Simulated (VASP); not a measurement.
# SiC2: single point with PBE

The system is SiC2.

```
CELL_PARAMETERS angstrom
2.68769 0.00000 0.00000
-1.34385 2.32761 0.00000
0.00000 0.00000 13.05144
ATOMIC_POSITIONS crystal
Si 0.33333 0.66667 0.25000
Si 0.66667 0.33333 0.75000
C 0.33333 0.66667 0.91667
C 0.33333 0.66667 0.58333
C 0.66667 0.33333 0.08333
C 0.66667 0.33333 0.41667
```

| Property | Result |
| --- | --- |
| Program | VASP 6.6.1 |
| Task | single point |
| Functional | PBE |
| Potentials or basis | VASP PAW PBE potentials, release 64 (Si, C) |
| Cutoff | 520 eV |
| k mesh | 6 × 6 × 2 |
| Occupations | gaussian, width 0.1 eV |
| Spin | no spin polarisation |

```json
{
  "Pressure": "-21.9 GPa",
  "Largest force": "0.119 eV/Å",
  "Band gap on the k mesh": "zero (band 12 reaches 7.95 eV, above the bottom of band 13 at 2.27 eV)"
}
```

Forces in eV/Å, atoms in the order of the input:
```
Si   0.000  0.000  0.000
Si   0.000  0.000  0.000
C    0.000  0.000  0.119
C    0.000  0.000 -0.119
C    0.000  0.000 -0.119
C    0.000  0.000  0.119
```

Stress tensor (GPa, compression positive):
```
-16.64   0.00   0.00
  0.00 -16.64   0.00
  0.00   0.00 -32.36
```

Levels at points of the mesh, in eV from the Fermi level:
| k point | band 8 | band 9 | band 10 | band 11 | band 12 | band 13 | band 14 | band 15 | band 16 | band 17 |
| --- | --- | --- | --- | --- | --- | --- | --- | --- | --- | --- |
| (0.00, 0.00, 0.00) | -1.60 | -1.37 | 2.41 | 3.40 | 3.40 | 3.43 | 3.43 | 3.78 | 3.78 | 3.83 |
| (0.50, 0.00, 0.00) | -4.09 | -4.05 | -3.37 | -1.81 | -1.31 | -0.81 | 0.75 | 1.61 | 1.75 | 1.89 |
| (0.00, 0.00, 0.50) | -3.70 | 0.87 | 0.87 | 3.41 | 3.41 | 3.41 | 3.41 | 3.80 | 3.80 | 3.80 |
| (0.50, 0.00, 0.50) | -4.57 | -3.37 | -3.37 | -1.95 | -1.95 | 0.27 | 0.27 | 1.67 | 1.67 | 2.17 |

It took 18 s on 1 thread of AMD EPYC 7R13 Processor (Zen 3), with other jobs on the host, peak memory 0.15 GiB.

Caveat: the k points lie up to 0.45 Å⁻¹ apart.
